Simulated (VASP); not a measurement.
Runs of VASP 6.6.1 on As. The structure is that of space group R-3m (No. 166), or close to it. The cells are those of the table. 

| cell | k mesh | smearing | gap on the mesh (eV) | pressure (GPa) | largest force (eV/Å) |
| --- | --- | --- | --- | --- | --- |
| a = 4.225 Å, angles 53.6°, 2 atoms | 10 × 10 × 10 | methfessel-paxton 1 eV | none | (b) | 0.05 |
| a = 4.225 Å, angles 53.6°, 2 atoms | 10 × 10 × 10 | methfessel-paxton 0.6 eV | none | 0.2 | (a) |
| a = 4.225 Å, angles 53.6°, 2 atoms | 10 × 10 × 10 | gaussian 0.3 eV | none | 0.2 | 0.05 |
| a = 4.281 Å, angles 53.6°, 2 atoms | 16 × 16 × 16 | fermi-dirac 0.1 eV | none | -2.2 | 0.21 |
| a = 4.225 Å, angles 53.6°, 2 atoms | 10 × 10 × 10 | fermi-dirac 1 eV | none | 4.8 | 0.62 |

Alike in all rows: task single point; level PBE; potentials or basis VASP PAW PBE potentials, release 64 (As); no spin polarisation; cutoff (eV) 520.

Question: Fill in the values left out.

Answer: (a) 0.03; (b) 0.1.

A k mesh can miss the band edges, and the runs leave out spin-orbit coupling on As.

A gap of «none» marks levels without a gap at the run's occupations.
